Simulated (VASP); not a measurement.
# BAs (F-43m) in VASP: a series of runs, part 2 of 2

VASP 6.6.1. The steps go on from the part before.

### 6 Single point, HSE06 (volume scaled by 1.03)

Contents of POSCAR:

```
BAs
1.0
    0.0000000000      2.4097003569      2.4097003569
    2.4097003569      0.0000000000      2.4097003569
    2.4097003569      2.4097003569      0.0000000000
B As
1 1
Direct
    0.0000000000      0.0000000000      0.0000000000
    0.2500000000      0.2500000000      0.2500000000
```

Contents of INCAR.step1:

```
SYSTEM = BAs
  PREC = Accurate
  ENCUT = 520
  EDIFF = 1E-5
  ISMEAR = 0
  SIGMA = 0.02
  LREAL = .FALSE.
  LASPH = .TRUE.
  NELM = 80
  ALGO = Normal
  ISIF = 2
  LWAVE = .TRUE.
  LCHARG = .FALSE.
  GGA = PE
  NBANDS = 11
```

Contents of INCAR.step2:

```
SYSTEM = BAs
  PREC = Accurate
  ENCUT = 520
  EDIFF = 1E-7
  ISMEAR = 0
  SIGMA = 0.02
  LREAL = .FALSE.
  LASPH = .TRUE.
  NELM = 80
  ALGO = Normal
  ISIF = 2
  LWAVE = .FALSE.
  LCHARG = .FALSE.
  GGA = PE
  LHFCALC = .TRUE.
  HFSCREEN = 0.2079
  PRECFOCK = Normal
  ISTART = 1
  NBANDS = 11
```

Contents of KPOINTS:

```
Automatic mesh
0
G
  6 6 6
  0 0 0
```

Potentials or basis: VASP PAW PBE potentials, release 64 (B, As).

The run is started by

```
$ cat potpaw_PBE.64/B/POTCAR potpaw_PBE.64/As/POTCAR > POTCAR
$ cp INCAR.step1 INCAR
$ mpirun -np 1 vasp_std > vasp.out
$ cp INCAR.step2 INCAR
$ mpirun -np 1 vasp_std > vasp.out
```

Wall time 9.2 min (1 thread of Intel Xeon Platinum 8124M at 3.00GHz (Skylake/Cascade Lake), shared host); peak memory 0.27 GiB.

Results (log left out):

| Property | Result |
| --- | --- |
| Free energy | -13.2317 eV |
| Pressure | -4.2 GPa |
| Band gap on the k mesh | 1.97 eV, indirect (least direct gap 4.08 eV) |

Levels at points of the mesh, in eV from the valence-band top:
```
           k point  band 2  band 3  band 4  band 5  band 6  band 7
(0.00, 0.00, 0.00)    0.00    0.00    0.00    4.08    4.08    4.08
(0.50, 0.00, 0.00)   -9.49   -1.94   -1.94    3.40    5.66    5.66
(0.50, 0.50, 0.00)   -9.32   -4.34   -4.34    2.11    2.17   12.68
```

Caveat: the PAW data sets were made with another functional, which shifts forces and pressure a little. A k mesh can miss the band edges.

### 7 Single point, HSE06 (volume scaled by 1.06)

Contents of POSCAR:

```
BAs
1.0
    0.0000000000      2.4328719741      2.4328719741
    2.4328719741      0.0000000000      2.4328719741
    2.4328719741      2.4328719741      0.0000000000
B As
1 1
Direct
    0.0000000000      0.0000000000      0.0000000000
    0.2500000000      0.2500000000      0.2500000000
```

Contents of INCAR.step1:

```
PREC = Accurate ; ENCUT = 520
EDIFF = 1E-5 ; ISMEAR = 0
SIGMA = 0.02 ; LREAL = F
LASPH = T ; NELM = 60
ALGO = Normal ; ISIF = 2
LWAVE = T ; LCHARG = F
GGA = PE ; NBANDS = 11
```

Contents of INCAR.step2:

```
PREC = Accurate ; ENCUT = 520
EDIFF = 1E-6 ; ISMEAR = 0
SIGMA = 0.02 ; LREAL = F
LASPH = T ; NELM = 60
ALGO = Normal ; ISIF = 2
LWAVE = F ; LCHARG = F
GGA = PE ; LHFCALC = T
HFSCREEN = 0.2079 ; PRECFOCK = Normal
ISTART = 1 ; NBANDS = 11
```

Contents of KPOINTS:

```
Automatic mesh
0
Gamma
  6 6 6
```

Potentials or basis: VASP PAW PBE potentials, release 64 (B, As).

The run is started by

```
$ cat potpaw_PBE.64/B/POTCAR potpaw_PBE.64/As/POTCAR > POTCAR
$ cp INCAR.step1 INCAR
$ mpirun -np 1 vasp_std > vasp.out
$ cp INCAR.step2 INCAR
$ mpirun -np 1 vasp_std > vasp.out
```

OUTCAR:

```text
PREC = Accurate
   ENCUT = 520
   EDIFF = 1E-6
   ISMEAR = 0
   LREAL = F
   LASPH = T
   NELM = 60
   ISIF = 2
   GGA = PE
   LHFCALC = T
   HFSCREEN = 0.2079
   PRECFOCK = Normal
   ISTART = 1

 ion  position               nearest neighbor table
   1  0.000  0.000  0.000-   2 2.11   2 2.11   2 2.11   2 2.11
   2  0.250  0.250  0.250-   1 2.11   1 2.11   1 2.11   1 2.11

  LATTYP: Found a face centered cubic cell.
 ALAT       =     4.8657439482

  Lattice vectors:

 A1 = (   0.0000000000,   2.4328719741,   2.4328719741)
 A2 = (   2.4328719741,   0.0000000000,   2.4328719741)
 A3 = (   2.4328719741,   2.4328719741,   0.0000000000)

Analysis of symmetry for initial positions (statically):
=====================================================================
 Subroutine PRICEL returns:
 Original cell was already a primitive cell.

 Routine SETGRP: Setting up the symmetry group for a
 face centered cubic supercell.

 Subroutine GETGRP returns: Found 24 space group operations
 (whereof 24 operations were pure point group operations)
 out of a pool of 48 trial point group operations.

The static configuration has the point symmetry T_d .

Analysis of symmetry for dynamics (positions and initial velocities):
=====================================================================
 Subroutine PRICEL returns:
 Original cell was already a primitive cell.

 Routine SETGRP: Setting up the symmetry group for a
 face centered cubic supercell.

 Subroutine GETGRP returns: Found 24 space group operations
 (whereof 24 operations were pure point group operations)
 out of a pool of 48 trial point group operations.

The dynamic configuration has the point symmetry T_d .

 Subroutine INISYM returns: Found 24 space group operations
[... 117 lines left out ...]
   NKREDX  =     1    reduce k-point grid by
   NKREDY  =     1    reduce k-point grid by
   NKREDZ  =     1    reduce k-point grid by
   AEXX    =    0.2500 exact exchange contribution
   HFSCREEN=    0.2079 screening length (either q_TF or 0.3 A-1)
   HFSCREENC=   0.2079 screening length for correlation (either q_TF or 0.3 A-1)
   ENCUTFOCK=  -1.0 apply spherical cutoff to Coloumb kernel
   IVDW    =     0    specifies the selected vdW correction
   LEPSILON=     F    determine dielectric tensor
   LRPA    =     F    only Hartree local field effects (RPA)
 non-spin polarized calculation
 Gauss-broadening in eV      SIGMA  =   0.02
  energy-cutoff  :      520.00
  volume of cell :       28.80
 maximum number of plane-waves:       786
 NGX is ok and might be reduce to    28
  NGX = 20; NGY = 20; NGZ = 20

 number of electron       7.9999999 magnetization

 Free energy of the ion-electron system (eV)
  ---------------------------------------------------
  ext. energy  EPLUGINS =         0.00000000
  ---------------------------------------------------
  free energy    TOTEN  =       -13.20136375 eV

  energy without entropy =      -13.20136375  energy(sigma->0) =      -13.20136375

 E-fermi :   5.2163     XC(G=0):  -8.5762

 val. band max:        5.1225287233   @ k =   0.0000   0.0000   0.0000
 cond. band min:       7.1099841844   @ k =   0.3333   0.3333   0.0000
 fundamental gap:      1.9874554611
 Fermi energy:         5.2162881209

 k-point     1 :       0.0000    0.0000    0.0000
  band No.  band energies     occupation
      1     -11.3042      2.00000
      2       5.1225      2.00000
      3       5.1225      2.00000
      4       5.1225      2.00000
      5       9.1646      0.00000
      6       9.1646      0.00000
      7       9.1646      0.00000
      8      10.2479      0.00000
      9      15.4602      0.00000
     10      18.9364      0.00000
     11      18.9365      0.00000
[... 197 lines left out ...]
 k-point    16 :      -0.3333    0.5000    0.1667
  band No.  band energies     occupation
      1      -6.7982      2.00000
      2      -3.7269      2.00000
      3      -0.1571      2.00000
      4       0.0515      2.00000
      5       9.6858      0.00000
      6       9.8955      0.00000
      7      14.6549      0.00000
      8      14.9009      0.00000
      9      18.4542      0.00000
     10      21.5633      0.00000
     11      21.8922      0.00000

------------------------ aborting loop because EDIFF is reached ----------------------------------------

  FORCE on cell =-STRESS in cart. coord.  units (eV):
  Direction    XX          YY          ZZ          XY          YZ          ZX
  --------------------------------------------------------------------------------------
  -------------------------------------------------------------------------------------
  Total       -1.3884079     -1.3884079     -1.3884079      0.0000000      0.0000000      0.0000000
  in kB      -77.2395797    -77.2395797    -77.2395797      0.0000000      0.0000000      0.0000000
  external PRESSURE =     -77.2395797 kB  Pullay stress =       0.0000000 kB

 VOLUME and BASIS-vectors are now :
 -----------------------------------------------------------------------------
  energy-cutoff  :      520.00
  volume of cell :       28.80
      direct lattice vectors                 reciprocal lattice vectors
     0.000000000  2.432871974  2.432871974    -0.205518418  0.205518418  0.205518418
     2.432871974  0.000000000  2.432871974     0.205518418 -0.205518418  0.205518418
     2.432871974  2.432871974  0.000000000     0.205518418  0.205518418 -0.205518418

 POSITION                                       TOTAL-FORCE (eV/Angst)
 -----------------------------------------------------------------------------------
      0.00000      0.00000      0.00000        -0.000000     -0.000000     -0.000000
      1.21644      1.21644      1.21644         0.000000      0.000000      0.000000
 -----------------------------------------------------------------------------------
    total drift:                                0.000001      0.000000      0.000000

  FREE ENERGIE OF THE ION-ELECTRON SYSTEM (eV)
  ---------------------------------------------------
  free  energy   TOTEN  =       -13.2013637530 eV

  energy  without entropy=      -13.2013637530  energy(sigma->0) =      -13.20136375
```

OSZICAR.step1:

```text
N       E                     dE             d eps       ncg     rms          rms(c)
DAV:   1     0.113813505637E+02    0.11381E+02   -0.36901E+03   352   0.640E+02
DAV:   2    -0.113169894293E+02   -0.22698E+02   -0.22173E+02   470   0.995E+01
DAV:   3    -0.119256084537E+02   -0.60862E+00   -0.60781E+00   439   0.158E+01
DAV:   4    -0.119270334207E+02   -0.14250E-02   -0.14248E-02   397   0.915E-01
DAV:   5    -0.119270360323E+02   -0.26116E-05   -0.26118E-05   420   0.404E-02    0.456E+00
DAV:   6    -0.114381233293E+02    0.48891E+00   -0.14357E+00   367   0.471E+00    0.223E+00
DAV:   7    -0.113904300369E+02    0.47693E-01   -0.15343E-01   409   0.195E+00    0.944E-01
DAV:   8    -0.113843865646E+02    0.60435E-02   -0.19119E-02   391   0.780E-01    0.934E-02
DAV:   9    -0.113847091476E+02   -0.32258E-03   -0.79924E-04   406   0.157E-01    0.531E-02
DAV:  10    -0.113848734246E+02   -0.16428E-03   -0.20028E-04   366   0.858E-02    0.115E-02
DAV:  11    -0.113848795938E+02   -0.61692E-05   -0.57321E-06   388   0.159E-02
   1 F= -.11384880E+02 E0= -.11384880E+02  d E =-.299599E-33
```

It took 8.2 min on 1 thread of Intel Xeon Platinum 8124M at 3.00GHz (Skylake/Cascade Lake), shared host; peak memory 0.27 GiB.

What came out:

- Free energy: -13.2014 eV
- Pressure: -7.7 GPa
- Band gap on the k mesh: 1.99 eV, indirect (least direct gap 4.04 eV)

Levels at points of the mesh, in eV from the valence-band top:
| k point | band 1 | band 2 | band 3 | band 4 | band 5 | band 6 | band 7 | band 8 | band 9 |
| --- | --- | --- | --- | --- | --- | --- | --- | --- | --- |
| (0.00, 0.00, 0.00) | -16.43 | 0.00 | 0.00 | 0.00 | 4.04 | 4.04 | 4.04 | 5.13 | 10.34 |
| (0.50, 0.00, 0.00) | -13.45 | -9.27 | -1.89 | -1.89 | 3.22 | 5.63 | 5.63 | 9.90 | 13.64 |
| (0.50, 0.50, 0.00) | -12.04 | -9.16 | -4.22 | -4.22 | 2.14 | 2.19 | 12.39 | 12.39 | 13.91 |

Caveat: the PAW data sets were made with another functional, which shifts forces and pressure a little.

### 8 Summary

| task | cell | cutoff (eV) | smearing | gap on the mesh (eV) | pressure (GPa) |
| --- | --- | --- | --- | --- | --- |
| single point | a = 3.374 Å, angles 60.0°, 2 atoms | 520 | gaussian 0.01 eV | 1.94 | -0.1 |
| relaxation of cell and atoms | relaxed from a = 3.374 Å, angles 60.0°, 2 atoms | 600 | gaussian 0.01 eV | 1.94 | 0.0 |
| single point | a = 3.306 Å, angles 60.0°, 2 atoms | 520 | gaussian 0.02 eV | 1.89 | 10.2 |
| single point | a = 3.340 Å, angles 60.0°, 2 atoms | 520 | gaussian 0.02 eV | 1.92 | 4.6 |
| single point | a = 3.408 Å, angles 60.0°, 2 atoms | 520 | gaussian 0.02 eV | 1.97 | -4.2 |
| single point | a = 3.441 Å, angles 60.0°, 2 atoms | 520 | gaussian 0.02 eV | 1.99 | -7.7 |

Alike in all rows: level HSE06; potentials or basis VASP PAW PBE potentials, release 64 (B, As); no spin polarisation; k mesh 6 × 6 × 6.

Caveats: the PAW data sets were made with another functional, which shifts forces and pressure a little.

Absolute energies hang on the potentials; compare differences alone.
